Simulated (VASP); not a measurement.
Here is a VASP 6.6.1 calculation.

INCAR

```
SYSTEM = BaTiO3
PREC     = Accurate       ! precision mode
ENCUT    = 520            ! plane-wave cutoff, eV
EDIFF    = 1E-7           ! SCF threshold, eV
ISMEAR   = -1             ! smearing method
SIGMA    = 0.02           ! smearing width, eV
LREAL    = .FALSE.        ! projectors in reciprocal space
LASPH    = .TRUE.         ! aspherical terms in the spheres
NELM     = 100            ! most SCF steps
ALGO     = Normal         ! electronic algorithm
ISIF     = 2              ! what is computed and relaxed
LWAVE    = .FALSE.        ! write WAVECAR
LCHARG   = .FALSE.        ! write CHGCAR
GGA      = PE             ! functional
NBANDS   = 28             ! bands
```

KPOINTS

```
regular mesh
0
G
  6 6 6
  0 0 0
```

File POSCAR:

```
BaTiO3
1.0
    3.9854332033      0.0000000000      0.0000000000
    0.0000000000      3.9854332033      0.0000000000
    0.0000000000      0.0000000000      4.2004793553
Ba Ti O
1 1 3
Direct
    0.5000000000      0.5000000000      0.5912589164
    0.0000000000      0.0000000000      0.1084205195
    0.0000000000      0.5000000000      0.0602530009
    0.5000000000      0.0000000000      0.0602530009
    0.0000000000      0.0000000000      0.5398115523
```

Potentials or basis: VASP PAW PBE potentials, release 64 (Ba_sv, Ti_sv, O).

Command:

```bash
$ cat potpaw_PBE.64/Ba_sv/POTCAR potpaw_PBE.64/Ti_sv/POTCAR potpaw_PBE.64/O/POTCAR > POTCAR
$ mpirun -np 1 vasp_std > vasp.out
```

(1) Estimate the band gap on the k mesh.

(2) What does it give for the pressure?

## Answers

(1) 1.79 eV, indirect (least direct gap 2.35 eV).

(2) 1.6 GPa.

Caveat: spin-orbit coupling is left out, which moves the levels of the heavy elements.
